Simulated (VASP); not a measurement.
Nb, 1 atom in the cell. It takes space group Im-3m (No. 229, cubic). The conventional cell has a = 3.288 Å, b = 3.288 Å, c = 3.288 Å, α = 90.00°, β = 90.00°, γ = 90.00°. Within 3.8 Å of Nb (site symmetry m-3m) lie 14 Nb at 2.85 to 3.29 Å. 

```yaml
Program: VASP 6.6.1
Task: single point
Functional: LDA
Potentials_or_basis: VASP PAW LDA potentials, release 64 (Nb_sv)
Cutoff: 520 eV
k_mesh: 22 × 22 × 22
Occupations: fermi-dirac, width 0.05 eV
Spin: collinear spin
Starting_moments: "[1.0] μB"
Dipole_correction: no
Further_INCAR_settings: ALGO = Normal; EDIFF = 1e-06; NBANDS = 16
```

Potentials or basis: VASP PAW LDA potentials, release 64 (Nb_sv).

The run is started by

```sh
$ cat potpaw_LDA.64/Nb_sv/POTCAR > POTCAR
$ mpirun -np 1 vasp_std > vasp.out
```

Hardware: 1 thread of Intel(R) Xeon(R) 6975P-C (Granite Rapids), with other jobs on the host.

Q: How long does it take, and how much memory?

A: Run time: 70 s on 1 thread of Intel(R) Xeon(R) 6975P-C (Granite Rapids), with other jobs on the host, peak memory 0.24 GiB. Counts: scf iterations 14, k points 328.
